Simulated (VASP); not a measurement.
Wanted: the native input for a VASP 6.6.1 run.

| Property | Result |
| --- | --- |
| Task | relaxation of cell and atoms |
| Functional | LDA |
| Potentials or basis | VASP PAW LDA potentials, release 64 (Rb_sv, Cl) |
| Cutoff | 500 eV |
| k mesh | 6 × 6 × 6 |
| Occupations | fermi-dirac, width 0.02 eV |
| Spin | no spin polarisation |
| Dipole correction | no |
| Further INCAR settings | ALGO = Normal; EDIFF = 1e-07; IBRION = 2; EDIFFG = -0.005; NSW = 80; ISIF = 3 |

The structure of RbCl lies in POSCAR:

```
RbCl
1.0
    0.0000000000      3.3491260046      3.3491260046
    3.3491260046      0.0000000000      3.3491260046
    3.3491260046      3.3491260046      0.0000000000
Rb Cl
1 1
Direct
    0.0000000000      0.0000000000      0.0000000000
    0.5000000000      0.5000000000      0.5000000000
```

One way to write it, as run:

INCAR

```
SYSTEM = RbCl
PREC = Accurate
ENCUT = 500
EDIFF = 1E-7
ISMEAR = -1
SIGMA = 0.02
LREAL = .False.
LASPH = .True.
NELM = 120
ALGO = Normal
ISIF = 3
LWAVE = .False.
LCHARG = .False.
GGA = CA
IBRION = 2
NSW = 80
EDIFFG = -0.005
GGA_COMPAT = .False.
NELMIN = 4
```

KPOINTS

```
regular mesh
0
Gamma
  6 6 6
  0 0 0
```

Potentials or basis: VASP PAW LDA potentials, release 64 (Rb_sv, Cl).

Launch:

```sh
$ cat potpaw_LDA.64/Rb_sv/POTCAR potpaw_LDA.64/Cl/POTCAR > POTCAR
$ mpirun -np 1 vasp_std > vasp.out
```

It gave:

| Quantity | Value |
| --- | --- |
| Relaxed volume | 32.48 Å³/atom |
| Relaxed cell | a = 4.512 Å, b = 4.512 Å, c = 4.512 Å, α = 60.00°, β = 60.00°, γ = 60.00° |
| Space group after relaxing (to 0.05 Å) | Fm-3m (No. 225) |
| Energy gained by relaxing | 40.1 meV/atom |
| Ionic steps | 4 |
| Pressure after relaxing | 0.0 GPa |
| Band gap on the k mesh | 4.85 eV, direct |

Caveat: the volume moved by -14 % from the deposited cell, more than functionals usually miss.

It took 27 s on 1 thread of AMD EPYC 9R45 96-Core Processor (Zen 5), on a shared host, peak memory 0.15 GiB.
